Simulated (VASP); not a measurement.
Wanted: the native input for a VASP 6.6.1 run.

```yaml
Task: single point
Functional: PBE
Potentials_or_basis: VASP PAW PBE potentials, release 64 (Al, Ga_d, Sb)
Cutoff: 500 eV
k_mesh: 12 × 12 × 4
Occupations: gaussian, width 0.01 eV
Spin: no spin polarisation
Dipole_correction: no
Further_INCAR_settings: ALGO = Normal; EDIFF = 1e-06; NBANDS = 31
```

The structure of AlGa2Sb3 lies in POSCAR:

```
AlGa2Sb3
1.0
    4.3973969260      0.0000000000      0.0000000000
   -2.1986984630      3.8082574485      0.0000000000
    0.0000000000      0.0000000000     10.7670820137
Al Ga Sb
1 2 3
Direct
    0.3333333333      0.6666666667      0.4163302894
    0.0000000000      0.0000000000      0.7504282770
    0.6666666667      0.3333333333      0.0829757519
    0.0000000000      0.0000000000     -0.0000118289
    0.3333333333      0.6666666667      0.6669497631
    0.6666666667      0.3333333333      0.3333277474
```

The input as run:

INCAR

```
SYSTEM = AlGa2Sb3
PREC     = Accurate       ! precision mode
ENCUT    = 500            ! plane-wave cutoff, eV
EDIFF    = 1E-6           ! SCF threshold, eV
ISMEAR   = 0              ! smearing method
SIGMA    = 0.01           ! smearing width, eV
LREAL    = .False.        ! projectors in reciprocal space
LASPH    = .True.         ! aspherical terms in the spheres
NELM     = 120            ! most SCF steps
ALGO     = Normal         ! electronic algorithm
ISIF     = 2              ! what is computed and relaxed
LWAVE    = .False.        ! write WAVECAR
LCHARG   = .True.         ! write CHGCAR
GGA      = PE             ! functional
LELF     = .True.         ! ELF
LVHAR    = .True.       
NBANDS   = 31             ! bands
GGA_COMPAT= .False.
```

KPOINTS

```
regular mesh
0
Gamma
  12 12 4
  0 0 0
```

Potentials or basis: VASP PAW PBE potentials, release 64 (Al, Ga_d, Sb).

Launch:

```bash
$ cat potpaw_PBE.64/Al/POTCAR potpaw_PBE.64/Ga_d/POTCAR potpaw_PBE.64/Sb/POTCAR > POTCAR
$ mpirun -np 1 vasp_std > vasp.out
```

It gave:

```
Pressure               : 0.1 GPa
Largest force          : 0.011 eV/Å
Band gap on the k mesh : 0.06 eV
```

Caveat: semilocal functionals underestimate gaps, and a narrow one can read as zero; spin-orbit coupling is left out, which moves the levels of the heavy elements.

It took 3.6 min on 1 thread of Oxide Virtual Turin-like Processor (shared host), peak memory 0.46 GiB.
